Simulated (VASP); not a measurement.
CaS: electric field gradients with PBE

Crystal: CaS.

```xyz
2
Lattice="0.0000 2.7948 2.7948 2.7948 0.0000 2.7948 2.7948 2.7948 0.0000" Properties=species:S:1:pos:R:3 pbc="T T T"
Ca    0.0000    0.0000    0.0000
S     2.7948    2.7948    2.7948
```

This cell differs from its parent crystal: volume scaled by 0.95.

* Program: VASP 6.6.1
* Task: electric field gradients
* Functional: PBE
* Potentials or basis: VASP PAW PBE potentials, release 64 (Ca_sv, S)
* Cutoff: 400 eV
* k mesh: 7 × 7 × 7
* Occupations: fermi-dirac, width 0.01 eV
* Spin: no spin polarisation
* Dipole correction: no
* Further INCAR settings: ALGO = Normal; EDIFF = 1e-08; NBANDS = 15

- Pressure: 4.4 GPa
- Band gap on the k mesh: 2.29 eV, indirect (least direct gap 3.11 eV)

Levels at points of the mesh, in eV from the valence-band top:
| k point | band 5 | band 6 | band 7 | band 8 | band 9 | band 10 | band 11 | band 12 |
| --- | --- | --- | --- | --- | --- | --- | --- | --- |
| (0.00, 0.00, 0.00) | -11.52 | 0.00 | 0.00 | 0.00 | 4.15 | 4.15 | 4.15 | 4.51 |

Wall time 12 s on 1 thread of Intel Xeon 6975P-C, with other jobs on the host, peak memory 0.15 GiB.

Caveat: without QUAD_EFG the Cq values of the log hold for a quadrupole moment of 1 mb, not for the nuclei. A k mesh can miss the band edges.
